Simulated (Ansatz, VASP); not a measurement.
Two plane-wave programs on Mo2C3

```
CELL_PARAMETERS angstrom
1.48799 0.85909 6.89759
-1.48799 0.85909 6.89759
0.00000 -1.71818 6.89759
ATOMIC_POSITIONS crystal
Mo 0.40000 0.40000 0.40000
Mo 0.60000 0.60000 0.60000
C 0.00000 0.00000 0.00000
C 0.20950 0.20950 0.20950
C 0.79050 0.79050 0.79050
```

Alike in both runs: task single point; functional PBE; k mesh 6 × 6 × 6; occupations gaussian, width 0.1 eV; no spin polarisation.

```csv
,VASP,Ansatz
version,VASP 6.6.1,Ansatz 0.2.0
potentials or method,"VASP PAW PBE potentials, release 64 (Mo_sv, C), cutoff 520 eV","scalar-relativistic, plane waves, PAW"
valence electrons in the cell,40,40
```

|  | VASP | Ansatz | Ansatz less VASP |
| --- | --- | --- | --- |
| gap on the k mesh at the Fermi level (eV) | none | none | - |
| pressure (GPa) | 4.1 | 3.7 | -0.43 |
| traceless stress, the component that is largest in VASP (GPa) | -4.74 | -4.68 | +0.062 |
| rms of the force components (eV/Å) | 0.427 | 0.435 | +0.0081 |

Atom by atom the forces differ by 0.008 eV/Å (rms over components). A gap of «none» marks a metal or a gap that the smearing closes.

The k mesh is coarse, so the values compare programs but aren't converged.
